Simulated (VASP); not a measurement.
Write the native input for VASP 6.6.1 that does the following.

```yaml
Task: relaxation of cell and atoms
Functional: LDA
Potentials_or_basis: VASP PAW LDA potentials, release 64 (Zn, O)
Cutoff: 600 eV
k_mesh: 12 × 12 × 6
Occupations: gaussian, width 0.02 eV
Spin: no spin polarisation
Dipole_correction: no
Further_INCAR_settings: ALGO = Normal; EDIFF = 1e-06; IBRION = 2; EDIFFG = -0.005; NSW = 100; ISIF = 3
```

The structure of ZnO lies in POSCAR:

```
ZnO
1.0
    3.2493080000      0.0000000000      0.0000000000
   -1.6246540000      2.8139832727      0.0000000000
    0.0000000000      0.0000000000      5.2057090000
Zn O
2 2
Direct
    0.3333333333      0.6666666667      0.5000000000
    0.6666666667      0.3333333333      0.0000000000
    0.6666666667      0.3333333333      0.3790100000
    0.3333333333      0.6666666667      0.8790100000
```

One way to write it, as run:

INCAR

```
SYSTEM = ZnO
PREC = Accurate
ENCUT = 600
EDIFF = 1E-6
ISMEAR = 0
SIGMA = 0.02
LREAL = .FALSE.
LASPH = .TRUE.
NELM = 100
ALGO = Normal
ISIF = 3
LWAVE = .FALSE.
LCHARG = .FALSE.
IBRION = 2
NSW = 100
EDIFFG = -0.005
```

KPOINTS

```
Automatic mesh
0
G
  12 12 6
  0 0 0
```

Potentials or basis: VASP PAW LDA potentials, release 64 (Zn, O).

Command:

```console
$ cat potpaw_LDA.64/Zn/POTCAR potpaw_LDA.64/O/POTCAR > POTCAR
$ mpirun -np 1 vasp_std > vasp.out
```

Results of the run:

```json
{
  "Relaxed volume": "11.41 Å³/atom",
  "Relaxed cell": "a = 3.194 Å, b = 3.194 Å, c = 5.164 Å, α = 90.00°, β = 90.00°, γ = 120.00°",
  "Space group after relaxing (to 0.05 Å)": "P6_3mc (No. 186)",
  "Energy gained by relaxing": "10.4 meV/atom",
  "Ionic steps": "11",
  "Pressure after relaxing": "0.0 GPa",
  "Largest force after relaxing": "0.004 eV/Å",
  "Band gap on the k mesh": "0.80 eV, direct"
}
```

Wall time 7.2 min on 1 thread of Intel(R) Xeon(R) Platinum 8488C (Sapphire Rapids) (shared host), peak memory 0.22 GiB.
